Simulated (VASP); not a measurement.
Ag5Cl: single point with PBE

Ag5Cl:

```
Ag Cl
1.0
     5.83804    0.00000    0.00000
    -2.91902    5.05589    0.00000
     0.00000    0.00000    4.73836
Ag Cl
5 1
Direct
  0.50000 0.00000 0.50000
  0.50000 0.50000 0.50000
  0.00000 0.50000 0.50000
  0.33333 0.66667 0.00000
  0.66667 0.33333 0.00000
  0.00000 0.00000 0.00000
```

```json
{"Program": "VASP 6.6.1", "Task": "single point", "Functional": "PBE", "Potentials or basis": "VASP PAW PBE potentials, release 64 (Ag, Cl)", "Cutoff": "520 eV", "k mesh": "3 × 3 × 4", "Occupations": "gaussian, width 0.1 eV", "Spin": "no spin polarisation"}
```

```yaml
Pressure: -4.0 GPa
Band_gap_on_the_k_mesh: zero (band 31 reaches 4.62 eV, above the bottom of band 32 at 3.75 eV)
```

Stress tensor (GPa, compression positive):
```
-4.20  0.00  0.00
 0.00 -4.20  0.00
 0.00  0.00 -3.72
```

Levels at points of the mesh, in eV from the Fermi level:
```tsv
k point	band 29	band 30	band 31	band 32	band 33	band 34
(0.00, 0.00, 0.00)	-1.54	-1.54	0.88	2.57	2.57	2.65
(0.00, 0.00, 0.50)	-1.36	-1.36	-0.69	1.29	3.14	3.14
```

Wall time 26 s on 1 thread of Intel(R) Xeon(R) 6975P-C (Granite Rapids), with other jobs on the host, peak memory 0.27 GiB.

Caveat: the k points lie up to 0.41 Å⁻¹ apart.
